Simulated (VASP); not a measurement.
# KCl in VASP: notebook, part 2 of 2

VASP 6.6.1. The steps go on from the part before.

## 4. Single point, PBEsol

This run uses another cell than the first one: it holds 16 atoms, not 2.

Contents of INCAR:

```
SYSTEM = KCl
PREC     = Accurate       ! precision mode
ENCUT    = 520            ! plane-wave cutoff, eV
EDIFF    = 1E-6           ! SCF threshold, eV
ISMEAR   = -1             ! smearing method
SIGMA    = 0.05           ! smearing width, eV
LREAL    = Auto         
LASPH    = .True.         ! aspherical terms in the spheres
NELM     = 100            ! most SCF steps
ALGO     = Normal         ! electronic algorithm
ISIF     = 2              ! what is computed and relaxed
LWAVE    = .False.        ! write WAVECAR
LCHARG   = .True.         ! write CHGCAR
GGA      = PS             ! functional
LELF     = .True.         ! ELF
LVHAR    = .True.       
NBANDS   = 78             ! bands
```

Contents of KPOINTS:

```
regular mesh
0
Gamma
  2 2 2
  0 0 0
```

Contents of POSCAR:

```
KCl
1.0
   -0.0001450638      6.9341075367      6.9482396427
    6.9755614090      0.0024562270      6.9455551689
    6.9790822230      6.9343508798     -0.0002427367
K Cl
8 8
Direct
    0.0013853778      0.0031634930     -0.0010630586
    0.0014204339      0.0032191604      0.4988106817
    0.0013318598      0.5031792375     -0.0009495247
    0.0015932659      0.5031783633      0.4988387487
    0.5015292958      0.0031258805     -0.0010206358
    0.5013111713      0.0032252685      0.4988826969
    0.5013521572      0.5031746578     -0.0012416008
    0.5015543735      0.5032089073      0.4988672445
    0.1265620607      0.1279323006      0.1238465596
    0.1263435481      0.1279463198      0.6240911354
    0.1264374094      0.6279721670      0.1240013641
    0.1265615106      0.6279338158      0.6240825347
    0.6265329039      0.1281308009      0.1238994215
    0.6264660789      0.1280097551      0.6240095582
    0.6264101604      0.6278960143      0.1239200709
    0.6266968303      0.6281133687      0.6237949038
```

Potentials or basis: VASP PAW PBE potentials, release 64 (K_sv, Cl).

On the command line:

```console
$ cat potpaw_PBE.64/K_sv/POTCAR potpaw_PBE.64/Cl/POTCAR > POTCAR
$ mpirun -np 1 vasp_std > vasp.out
```

OUTCAR:

```text
SYSTEM = KCl
   PREC = Accurate
   ENCUT = 520
   EDIFF = 1E-6
   ISMEAR = -1
   LREAL = Auto
   LASPH = .True.
   NELM = 100
   ISIF = 2
   GGA = PS

 ion  position               nearest neighbor table
   1  0.001  0.003  0.999-   9 3.01  13 3.01  10 3.01  11 3.01
   2  0.001  0.003  0.499-  10 3.01  14 3.01   9 3.01  12 3.01
   3  0.001  0.503  0.999-  11 3.01  15 3.01  12 3.01   9 3.01
   4  0.002  0.503  0.499-  11 3.01  16 3.01  12 3.01  10 3.01
   5  0.502  0.003  0.999-  13 3.01   9 3.01  14 3.01  15 3.01
   6  0.501  0.003  0.499-  16 3.01  10 3.01  13 3.01  14 3.01
[... 8 lines left out ...]
  15  0.626  0.628  0.124-   3 3.01   7 3.01   8 3.01   5 3.01
  16  0.627  0.628  0.624-   4 3.01   6 3.01   8 3.01   7 3.01

  LATTYP: Found a triclinic cell.
 ALAT       =     9.8130160715
 B/A-ratio  =     1.4158784727
 C/A-ratio  =     1.0025800093
 COS(alpha) =     0.0000995810
 COS(beta)  =     0.4981623276
 COS(gamma) =     0.7077023436

  Lattice vectors:

 A1 = (  -0.0035208140,  -6.9318946528,   6.9457979056)
 A2 = (  -0.0036658778,   0.0022128839,  13.8940375483)
 A3 = (  -6.9790822230,  -6.9343508798,   0.0002427367)

Analysis of symmetry for initial positions (statically):
=====================================================================
 Subroutine PRICEL returns:
 Original cell was already a primitive cell.

 Routine SETGRP: Setting up the symmetry group for a
 triclinic supercell.

 Subroutine GETGRP returns: Found  1 space group operations
 (whereof  1 operations were pure point group operations)
 out of a pool of  2 trial point group operations.

The static configuration has the point symmetry C_1 .

Analysis of symmetry for dynamics (positions and initial velocities):
=====================================================================
 Subroutine PRICEL returns:
 Original cell was already a primitive cell.

 Routine SETGRP: Setting up the symmetry group for a
 triclinic supercell.

 Subroutine GETGRP returns: Found  1 space group operations
 (whereof  1 operations were pure point group operations)
 out of a pool of  2 trial point group operations.

The dynamic configuration has the point symmetry C_1 .

 Subroutine INISYM returns: Found  1 space group operations
 (whereof  1 operations are pure point group operations),
 and found     1 'primitive' translations

----------------------------------------------------------------------------------------

                                     Primitive cell

  volume of cell :     672.1140

  direct lattice vectors                    reciprocal lattice vectors
    -0.000145064  6.934107537  6.948239643    -0.071658850  0.072123617  0.071942925
     6.975561409  0.002456227  6.945555169     0.071689050 -0.072148973  0.072003725
     6.979082223  6.934350880 -0.000242737     0.071630942  0.072114074 -0.071965905

  length of vectors
     9.816306917  9.843739107  9.838333744     0.124549554  0.124616735  0.124541251

  position of ions in fractional coordinates (direct lattice)
     0.001385378  0.003163493  0.998936941
     0.001420434  0.003219160  0.498810682
     0.001331860  0.503179237  0.999050475
     0.001593266  0.503178363  0.498838749
     0.501529296  0.003125881  0.998979364
[... 53 lines left out ...]
 ===========================================

 Found      8 irreducible k-points:

 Following reciprocal coordinates:
            Coordinates               Weight
  0.000000  0.000000  0.000000      1.000000
  0.500000  0.000000 -0.000000      1.000000
  0.000000  0.500000  0.000000      1.000000
  0.500000  0.500000  0.000000      1.000000
 -0.000000  0.000000  0.500000      1.000000
  0.500000  0.000000  0.500000      1.000000
 -0.000000  0.500000  0.500000      1.000000
  0.500000  0.500000  0.500000      1.000000
   k-points           NKPTS =      8   k-points in BZ     NKDIM =      8   number of bands    NBANDS=     78
   number of dos      NEDOS =    301   number of ions     NIONS =     16
   total plane-waves  NPLWV = 512000
   dimension x,y,z NGX =    80 NGY =   80 NGZ =   80
   dimension x,y,z NGXF=   160 NGYF=  160 NGZF=  160
   ions per type =               8   8
   NGX,Y,Z   is equivalent  to a cutoff of  13.55, 13.51, 13.52 a.u.
   NGXF,Y,Z  is equivalent  to a cutoff of  27.10, 27.02, 27.04 a.u.
 SYSTEM =  KCl
   PREC   = accura    normal or accurate (medium, high low for compatibility)
   ISTART =      0    job   : 0-new  1-cont  2-samecut
   ICHARG =      2    charge: 1-file 2-atom 10-const
   ISPIN  =      1    spin polarized calculation?
   LNONCOLLINEAR =      F non collinear calculations
   LSORBIT =      F    spin-orbit coupling
   LASPH  =      T    aspherical Exc in radial PAW
   ENCUT  =  520.0 eV  38.22 Ry    6.18 a.u.  18.25 18.30 18.29*2*pi/ulx,y,z
   NELM   =    100;   NELMIN=  2; NELMDL= -5     # of ELM steps
   EDIFF  = 0.1E-05   stopping-criterion for ELM
   LREAL  =      T    real-space projection
   EDIFFG = 0.1E-04   stopping-criterion for IOM
   NSW    =      0    number of steps for IOM
[... 5 lines left out ...]
   TEBEG  =    0.0;   TEEND  =   0.0 temperature during run
   PSTRESS=    0.0 pullay stress
   NELECT =     128.0000    total number of electrons
   NUPDOWN=      -1.0000    fix difference up-down
   EMIN   =  10.00;   EMAX   =-10.00  energy-range for DOS
   EFERMI =   0.00;   METHOD = LEGACY
   ISMEAR =    -1;   SIGMA  =   0.05  broadening in eV -4-tet -1-fermi 0-gaus
   EFERMI_NEDOS =   21; number of points for ismear=-14 and -15
   IALGO  =     38    algorithm
   IMIX   =      4    mixing-type and parameters
     AMIX     =   0.40;   BMIX     =  1.00
     AMIX_MAG =   1.60;   BMIX_MAG =  1.00
  volume/ion in A,a.u.               =      42.01       283.48
  Fermi-wavevector in a.u.,A,eV,Ry     =   0.941883  1.779902 12.070333  0.887144
  Thomas-Fermi vector in A             =   2.069438
   LORBIT       =      0    0 simple, 1 ext, 2 COOP (PROOUT), +10 PAW based schemes
   GGA     = PS    functional components
   LHFCALC =     F    Hartree Fock is set to
   AEXX    =    0.0000 exact exchange contribution
   IVDW    =     0    specifies the selected vdW correction
   LEPSILON=     F    determine dielectric tensor
   LRPA    =     F    only Hartree local field effects (RPA)
 non-spin polarized calculation
  energy-cutoff  :      520.00
  volume of cell :      672.11
 maximum number of plane-waves:     18126
 NGX is ok and might be reduce to    80

 number of electron     127.9999997 magnetization

 Free energy of the ion-electron system (eV)
  ---------------------------------------------------
  ext. energy  EPLUGINS =         0.00000000
  ---------------------------------------------------
  free energy    TOTEN  =       -54.36700965 eV

  energy without entropy =      -54.36700965  energy(sigma->0) =      -54.36700965

 E-fermi :  -1.8095     XC(G=0):  -6.2530

 val. band max:       -3.1768330980   @ k =   0.0000   0.0000   0.0000
 cond. band min:       1.6611171603   @ k =   0.0000   0.0000   0.0000
 fundamental gap:      4.8379502583
 Fermi energy:        -1.8094627316

 k-point     1 :       0.0000    0.0000    0.0000
  band No.  band energies     occupation
      1     -30.2217      2.00000
      2     -30.2186      2.00000
      3     -30.2183      2.00000
      4     -30.2182      2.00000
      5     -30.2179      2.00000
      6     -30.2169      2.00000
[... 621 lines left out ...]
     75       4.5607      0.00000
     76       4.5633      0.00000
 [bands above 76 left out]

------------------------ aborting loop because EDIFF is reached ----------------------------------------

  FORCE on cell =-STRESS in cart. coord.  units (eV):
  Direction    XX          YY          ZZ          XY          YZ          ZX
  --------------------------------------------------------------------------------------
  -------------------------------------------------------------------------------------
  Total        0.0835455      0.1029814      0.1310372     -0.0048987      0.0066686      0.0236963
  in kB        0.1991547      0.2454858      0.3123648     -0.0116775      0.0158965      0.0564869
  external PRESSURE =       0.2523351 kB  Pullay stress =       0.0000000 kB

 VOLUME and BASIS-vectors are now :
 -----------------------------------------------------------------------------
  energy-cutoff  :      520.00
  volume of cell :      672.11
      direct lattice vectors                 reciprocal lattice vectors
    -0.000145064  6.934107537  6.948239643    -0.071658850  0.072123617  0.071942925
     6.975561409  0.002456227  6.945555169     0.071689050 -0.072148973  0.072003725
     6.979082223  6.934350880 -0.000242737     0.071630942  0.072114074 -0.071965905

 POSITION                                       TOTAL-FORCE (eV/Angst)
 -----------------------------------------------------------------------------------
      6.99373      6.93659      0.03136         0.000292     -0.000043     -0.001602
      3.50370      3.46879      0.03211        -0.000162      0.000588     -0.002892
     10.48241      6.93824      3.50387        -0.002177     -0.001224     -0.002432
      6.99139      3.47141      3.50580         0.001534      0.001375     -0.002342
      6.99369     10.40494      3.50621        -0.000638     -0.000941     -0.002636
      3.50417      6.93558      3.50551         0.001606      0.000982     -0.000415
[... 8 lines left out ...]
      5.24468      5.20444      8.71350         0.000683      0.000179      0.002189
      8.73487      8.67274      8.71688        -0.000515     -0.000395      0.000552
 -----------------------------------------------------------------------------------
    total drift:                                0.008795     -0.002699     -0.025672

  FREE ENERGIE OF THE ION-ELECTRON SYSTEM (eV)
  ---------------------------------------------------
  free  energy   TOTEN  =       -54.3670096520 eV

  energy  without entropy=      -54.3670096520  energy(sigma->0) =      -54.36700965
```

It took 24 min on 1 thread of Intel Xeon Platinum 8259CL at 2.50GHz (Skylake/Cascade Lake), shared host; peak memory 1 GiB.

What came out:

- Free energy: -54.3670 eV
- Pressure: 0.0 GPa
- Largest force: 0.004 eV/Å
- Band gap on the k mesh: 4.84 eV

Forces on the atoms (eV/Å):
```
K    0.000  0.000 -0.002
K    0.000  0.001 -0.003
K   -0.002 -0.001 -0.002
K    0.002  0.001 -0.002
K   -0.001 -0.001 -0.003
K    0.002  0.001  0.000
K    0.001  0.000  0.000
K    0.001 -0.001 -0.003
Cl   0.001  0.001  0.003
Cl  -0.001 -0.001  0.003
Cl   0.000  0.000  0.002
Cl   0.000  0.000  0.003
Cl   0.000  0.000  0.000
Cl  -0.001  0.000  0.002
Cl   0.001  0.000  0.002
Cl  -0.001  0.000  0.001
```

Levels at points of the mesh, in eV from the valence-band top:
| k point | band 60 | band 61 | band 62 | band 63 | band 64 | band 65 | band 66 | band 67 | band 68 | band 69 |
| --- | --- | --- | --- | --- | --- | --- | --- | --- | --- | --- |
| (0.00, 0.00, 0.00) | 0.00 | 0.00 | 0.00 | 0.00 | 0.00 | 4.84 | 6.74 | 6.75 | 6.76 | 7.35 |
| (0.50, 0.00, 0.00) | -0.01 | -0.01 | -0.01 | -0.01 | -0.01 | 5.75 | 5.75 | 6.97 | 6.97 | 6.98 |
| (0.00, 0.50, 0.00) | -0.01 | -0.01 | -0.01 | -0.01 | -0.01 | 5.75 | 5.75 | 6.97 | 6.97 | 6.98 |
| (0.50, 0.50, 0.00) | -0.02 | -0.02 | -0.02 | -0.01 | -0.01 | 6.03 | 6.03 | 6.74 | 6.74 | 6.74 |
| (0.00, 0.00, 0.50) | -0.01 | -0.01 | -0.01 | -0.01 | -0.01 | 5.75 | 5.75 | 6.98 | 6.98 | 6.98 |
| (0.50, 0.00, 0.50) | -0.02 | -0.02 | -0.02 | -0.01 | -0.01 | 6.03 | 6.03 | 6.73 | 6.73 | 6.74 |
| (0.00, 0.50, 0.50) | -0.02 | -0.01 | -0.01 | -0.01 | -0.01 | 6.02 | 6.02 | 6.75 | 6.75 | 6.75 |
| (0.50, 0.50, 0.50) | -0.01 | -0.01 | -0.01 | -0.01 | -0.01 | 5.75 | 5.75 | 6.97 | 6.98 | 6.98 |

Caveat: the PAW data sets were made with another functional, which shifts forces and pressure a little.

## 5. Summary

```tsv
task	cell	k mesh	cutoff (eV)	smearing	gap on the mesh (eV)	pressure (GPa)
single point	a = 4.916 Å, angles 60.0°, 2 atoms, atomic positions A	6 × 6 × 6	520	fermi-dirac 0.03 eV	4.84	0.0
relaxation of cell and atoms	relaxed from a = 4.443 Å, angles 60.0°, 2 atoms, atomic positions A	6 × 6 × 6	600	fermi-dirac 0.03 eV	4.84	0.0
single point	a = 9.816, b = 9.844, c = 9.838 Å, angles 59.8, 60.1, 60.0°, 16 atoms, atomic positions B	2 × 2 × 2	520	fermi-dirac 0.05 eV	4.84	0.0
```

Alike in all rows: level PBEsol; potentials or basis VASP PAW PBE potentials, release 64 (K_sv, Cl); no spin polarisation.

Caveats: the PAW data sets were made with another functional, which shifts forces and pressure a little.

Absolute energies hang on the potentials; compare differences alone.
